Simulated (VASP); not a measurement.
A run of VASP 6.6.1:

The input INCAR:

```
PREC     = Accurate       # precision mode
ENCUT    = 520            # plane-wave cutoff, eV
EDIFF    = 1E-6           # SCF threshold, eV
ISMEAR   = 0              # smearing method
SIGMA    = 0.1            # smearing width, eV
LREAL    = False          # projectors in reciprocal space
LASPH    = True           # aspherical terms in the spheres
NELM     = 150            # most SCF steps
ALGO     = Normal         # electronic algorithm
ISIF     = 2              # what is computed and relaxed
LWAVE    = False          # write WAVECAR
LCHARG   = False          # write CHGCAR
ISPIN    = 2              # spin polarisation
MAGMOM   = 0 0 0 1 1 0    # initial moments
LORBIT   = 11             # projections on sites
LMAXMIX  = 4              # l up to which the mixer works
GGA      = PE             # functional
NBANDS   = 42             # bands
```

The input KPOINTS:

```
regular mesh
0
Gamma
  6 6 2
```

The input POSCAR:

```
Sr3Ta2O
1.0
    4.3003540900      0.0000000000      0.0000000000
   -2.1501770400      3.7242158900      0.0000000000
    0.0000000000      0.0000000000      9.0325171700
Sr Ta O
3 2 1
Direct
    0.0000000000      0.0000000000      0.5000000000
    0.3333333300      0.6666666700      0.0000000000
    0.3333333300      0.6666666700      0.5000000000
    0.6666666700      0.3333333300      0.2478670000
    0.6666666700      0.3333333300      0.7521330000
    0.0000000000      0.0000000000      0.0000000000
```

Potentials or basis: VASP PAW PBE potentials, release 64 (Sr_sv, Ta_pv, O).

The run is started by

```console
$ cat potpaw_PBE.64/Sr_sv/POTCAR potpaw_PBE.64/Ta_pv/POTCAR potpaw_PBE.64/O/POTCAR > POTCAR
$ mpirun -np 1 vasp_std > vasp.out
```

Hardware: 1 thread of Intel(R) Xeon(R) Platinum 8488C (Sapphire Rapids) (shared host).

Q: Estimate the wall time of this run.

A: Run time: 5.7 min on 1 thread of Intel(R) Xeon(R) Platinum 8488C (Sapphire Rapids) (shared host), peak memory 0.36 GiB. Counts: scf iterations 22, k points 14.
